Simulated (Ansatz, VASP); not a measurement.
**One calculation of CoO, two programs**

```xyz
2
Lattice="1.6022 0.9250 2.5665 -1.6022 0.9250 2.5665 0.0000 -1.8501 2.5665" Properties=species:S:1:pos:R:3 pbc="T T T"
Co    0.0168    0.0467    7.6922
O    -0.0314    0.0301    5.7840
```

Change from the starting cell: atoms moved at random, drawn with an rms of 0.05 Å.

Alike in both runs: task single point; functional PBE; k mesh 10 × 10 × 10; occupations fermi-dirac, width 0.05 eV; collinear spin.

|  | VASP | Ansatz |
| --- | --- | --- |
| version | VASP 6.6.1 | Ansatz 0.2.0 |
| potentials or method | VASP PAW PBE potentials, release 64 (Co, O), cutoff 520 eV | all-electron LAPW, scalar-relativistic |

```tsv
	VASP	Ansatz	Ansatz less VASP
gap on the k mesh at the Fermi level (eV)	none	none	-
pressure (GPa)	-0.2	0.2	+0.37
traceless stress, the component that is largest in VASP (GPa)	3.41	3.39	-0.020
rms of the force components (eV/Å)	0.198	0.196	-0.0025
net moment per atom (μB)	1.37	1.38	+0.007
size of the moment on the site where the two differ most (μB)	2.36	2.34	-0.020
```

Site moments also hang on the region over which each program counts them. Atom by atom the forces differ by 0.003 eV/Å (rms over components). A gap of «none» marks a metal or a gap that the smearing closes. Ansatz ran all-electron here, and VASP with PAW potentials.
